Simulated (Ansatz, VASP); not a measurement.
One calculation of KGe2, two programs

File INCAR:

```
SYSTEM = KGe2
ALGO = Normal ; EDIFF = 1E-7
ENCUT = 520 ; GGA = PE
ISIF = 2 ; ISMEAR = 0
IVDW = 12 ; LASPH = .TRUE.
LCHARG = .FALSE. ; LREAL = .FALSE.
LWAVE = .FALSE. ; NBANDS = 26
NELM = 60 ; PREC = Accurate
SIGMA = 0.1
```

File KPOINTS:

```
k-points
0
G
  4 4 4
  0 0 0
```

The input POSCAR:

```
KGe2
1.0
    2.2578542800     -6.1802043700      0.0000000000
    2.2578542800      6.1802043700      0.0000000000
    0.0000000000      0.0000000000      4.5157085700
K Ge
1 2
Direct
    0.0000000000      0.0000000000      0.0000000000
    0.6189363700      0.3810636300      0.5000000000
    0.3810636300      0.6189363700      0.5000000000
```

Input for Ansatz:

```yaml
crystal:
  lattice:
    - [2.25785428, -6.18020437, 0.0]
    - [2.25785428, 6.18020437, 0.0]
    - [0.0, 0.0, 4.51570857]
  atoms:
    - { symbol: K, position: [0.0, 0.0, 0.0] }
    - { symbol: Ge, position: [0.61893637, 0.38106363, 0.5] }
    - { symbol: Ge, position: [0.38106363, 0.61893637, 0.5] }
basis:
  ecutwfc: 420
kpoints:
  mp_grid: { grid: [4, 4, 4] }
hamiltonian:
  xc: pbe
  dispersion: d3bj
scf:
  occupations: { method: gaussian, width: 0.1 }
  lower_state_search: "off"
output:
  forces: true
  stress: true
  eigenvalues: true
```

Alike in both runs: task single point; functional PBE; dispersion D3(BJ); k mesh 4 × 4 × 4; occupations gaussian, width 0.1 eV; no spin polarisation.

|  | VASP | Ansatz |
| --- | --- | --- |
| version | VASP 6.6.1 | Ansatz 0.2.0 |
| potentials or method | VASP PAW PBE potentials, release 64 (K_sv, Ge_d), cutoff 520 eV | scalar-relativistic, plane waves, PAW |
| valence electrons in the cell | 37 | 37 |

Ansatz gave:

* gap on the k mesh at the Fermi level (eV): none
* pressure (GPa): -3.0
* traceless stress, the component that is largest in VASP (GPa): -5.21
* rms of the force components (eV/Å): 0.358

**Question.** Estimate VASP's values.

**Answer.** gap on the k mesh at the Fermi level (eV): none; pressure (GPa): -3.1; traceless stress, the component that is largest in VASP (GPa): -5.25; rms of the force components (eV/Å): 0.380.

Atom by atom the forces differ by 0.022 eV/Å (rms over components). A gap of «none» marks a metal or a gap that the smearing closes.

The k mesh is coarse, so the values compare programs but aren't converged.
